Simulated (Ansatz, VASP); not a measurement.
Two plane-wave programs on CdF2

File INCAR:

```
SYSTEM = CdF2
PREC     = Accurate       ! precision mode
ENCUT    = 520            ! plane-wave cutoff, eV
EDIFF    = 1E-6           ! SCF threshold, eV
ISMEAR   = 0              ! smearing method
SIGMA    = 0.05           ! smearing width, eV
LREAL    = .FALSE.        ! projectors in reciprocal space
LASPH    = .TRUE.         ! aspherical terms in the spheres
NELM     = 100            ! most SCF steps
ALGO     = Normal         ! electronic algorithm
ISIF     = 2              ! what is computed and relaxed
LWAVE    = .FALSE.        ! write WAVECAR
LCHARG   = .TRUE.         ! write CHGCAR
GGA      = PS             ! functional
LELF     = .TRUE.         ! ELF
LVHAR    = .TRUE.       
NBANDS   = 20             ! bands
```

Contents of KPOINTS:

```
regular mesh
0
G
  8 8 8
  0 0 0
```

POSCAR

```
CdF2
1.0
    0.0000000000      2.5742746983      2.4731057027
    2.5742746983      0.0000000000      2.4731057027
    2.5742746983      2.5742746983      0.0000000000
Cd F
1 2
Direct
    0.0000000000      0.0000000000      0.0000000000
    0.2500000000      0.2500000000      0.2500000000
    0.7500000000      0.7500000000      0.7500000000
```

Input for Ansatz:

```yaml
crystal:
  lattice:
    - [0.0, 2.5742746983, 2.4731057027]
    - [2.5742746983, 0.0, 2.4731057027]
    - [2.5742746983, 2.5742746983, 0.0]
  atoms:
    - { symbol: Cd, position: [0.0, 0.0, 0.0] }
    - { symbol: F, position: [0.25, 0.25, 0.25] }
    - { symbol: F, position: [0.75, 0.75, 0.75] }
basis:
  ecutwfc: 520.0
kpoints:
  mp_grid: { grid: [8, 8, 8] }
hamiltonian:
  xc: pbesol
scf:
  occupations: { method: gaussian, width: 0.05 }
output:
  forces: true
  stress: true
  eigenvalues: true
```

Alike in both runs: task single point; functional PBEsol; k mesh 8 × 8 × 8; occupations gaussian, width 0.05 eV; no spin polarisation.

|  | VASP | Ansatz |
| --- | --- | --- |
| version | VASP 6.6.1 | Ansatz 0.2.0 |
| potentials or method | VASP PAW PBE potentials, release 64 (Cd, F), cutoff 520 eV | scalar-relativistic, plane waves, PAW |
| valence electrons in the cell | 26 | 34 |

|  | VASP | Ansatz | Ansatz less VASP |
| --- | --- | --- | --- |
| gap on the k mesh at the Fermi level (eV) | 3.47 | 3.52 | +0.046 |
| least direct gap on the mesh (eV) | 3.66 | 3.71 | +0.046 |

VASP's potentials were made for PBE, not for PBEsol. VASP's potentials hold 26 valence electrons a cell and Ansatz's 34, so a difference there can come from the potentials and not from the codes.
